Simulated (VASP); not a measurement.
Crystal: FeO.

```
Fe O
1.0
     2.61247    0.00000    2.61247
     0.00000    2.61247    2.61247
     0.00000    0.00000    5.22494
Fe O
2 2
Direct
  0.00000 0.00000 0.00000
  0.00000 0.00000 0.50000
  0.50000 0.50000 0.75000
  0.50000 0.50000 0.25000
```

Base run:

| Quantity | Value |
| --- | --- |
| Program | VASP 6.6.1 |
| Functional | PBE |
| Potentials or basis | VASP PAW PBE potentials, release 64 (Fe, O) |
| Cutoff | 520 eV |
| k mesh | 7 × 7 × 7 |
| Occupations | gaussian, width 0.05 eV |
| Spin | collinear spin |
| Starting moments | [0.0, 0.02, -0.01, -0.01] μB |
| Hubbard terms | Fe d U = 7.0 eV, J = 0.5 eV |

Its results: pressure -18.5 GPa; net moment -1.19 μB per cell; site moments Fe -0.58; O -0.05 μB.

Q: The run is repeated on the same cell with these changes: spin from collinear spin to collinear spin, antiferromagnetic start; moments at the start from [0.0, 0.02, -0.01, -0.01] to [4.0, -4.0, 0.0, 0.0]. What comes out?

A: Pressure 13.2 GPa; net moment 0.00 μB per cell; site moments Fe +3.78, -3.78; O +0.00 μB.
